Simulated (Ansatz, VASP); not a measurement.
# F in VASP and in Ansatz

```
F
1.0
     2.60646   -1.61509    0.00000
     2.60646    1.61509    0.00000
    -0.57314    0.00000    6.72711
F
4
Direct
  0.91534 0.59583 0.09796
  0.40417 0.08466 0.40204
  0.08466 0.40417 0.90204
  0.59583 0.91534 0.59796
```

Alike in both runs: task single point; functional PBE; k mesh 10 × 10 × 4; occupations fermi-dirac, width 0.05 eV; no spin polarisation.

|  | VASP | Ansatz |
| --- | --- | --- |
| version | VASP 6.6.1 | Ansatz 0.2.0 |
| potentials or method | VASP PAW PBE potentials, release 64 (F_h) | Ansatz PAW |
| plane-wave cutoff (eV) | 910 | 420 |
| valence electrons in the cell | 28 | 28 |

|  | VASP | Ansatz | Ansatz less VASP |
| --- | --- | --- | --- |
| gap on the k mesh at the Fermi level (eV) | 2.48 | 2.48 | 0.000 |
| least direct gap on the mesh (eV) | 2.48 | 2.48 | 0.000 |
| rms of the force components (eV/Å) | 0.407 | 0.418 | +0.0108 |

Atom by atom the forces differ by 0.011 eV/Å (rms over components).

Noted on VASP's run: the cutoff is short for stress, so the pressure is rough. Noted on Ansatz's run: Pulay correction over one GPa.
